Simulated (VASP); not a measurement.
Here is a VASP 6.6.1 calculation.

INCAR

```
PREC = Accurate
ENCUT = 520
EDIFF = 1E-6
ISMEAR = -1
SIGMA = 0.05
LREAL = False
LASPH = True
NELM = 60
ALGO = Normal
ISIF = 2
LWAVE = False
LCHARG = False
GGA = RE
NBANDS = 12
```

The input KPOINTS:

```
regular mesh
0
Gamma
  11 11 11
```

Contents of POSCAR:

```
Ag
1.0
    0.0000000000      2.0290398554      2.0290398554
    2.0290398554      0.0000000000      2.0290398554
    2.0290398554      2.0290398554      0.0000000000
Ag
1
Direct
    0.0000000000      0.0000000000      0.0000000000
```

Potentials or basis: VASP PAW PBE potentials, release 64 (Ag).

Command:

```bash
$ cat potpaw_PBE.64/Ag/POTCAR > POTCAR
$ mpirun -np 1 vasp_std > vasp.out
```

**Question.** What does it give for the pressure?

**Answer.** 9.8 GPa.

Caveat: the PAW data sets were made with another functional, which shifts forces and pressure a little.
